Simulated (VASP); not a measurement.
# AlP (v.bA): single point with PBE

The system is AlP (v.bA).

```
CELL_PARAMETERS angstrom
0.00000 2.75388 2.75388
2.75388 0.00000 2.75388
2.75388 2.75388 0.00000
ATOMIC_POSITIONS crystal
Al 0.00000 0.00000 0.00000
P 0.25000 0.25000 0.25000
```

* Program: VASP 6.6.1
* Task: single point
* Functional: PBE
* Potentials or basis: VASP PAW PBE potentials, release 64 (Al, P)
* Cutoff: 500 eV
* k mesh: 8 × 8 × 8
* Occupations: gaussian, width 0.02 eV
* Spin: no spin polarisation

The pressure is -0.1 GPa and the band gap on the k mesh is 1.63 eV, indirect (least direct gap 3.08 eV).

Levels at points of the mesh, in eV from the valence-band top:
```tsv
k point	band 2	band 3	band 4	band 5	band 6	band 7
(0.00, 0.00, 0.00)	0.00	0.00	0.00	3.08	4.52	4.52
(0.50, 0.00, 0.00)	-5.41	-0.75	-0.75	2.72	4.81	4.81
(0.50, 0.50, 0.00)	-5.22	-2.05	-2.05	1.63	2.47	10.85
```

It took 8.7 s on 1 thread of Intel(R) Xeon(R) Platinum 8375C CPU @ 2.90GHz (Ice Lake) (shared host), peak memory 0.15 GiB.

A k mesh can miss the band edges.
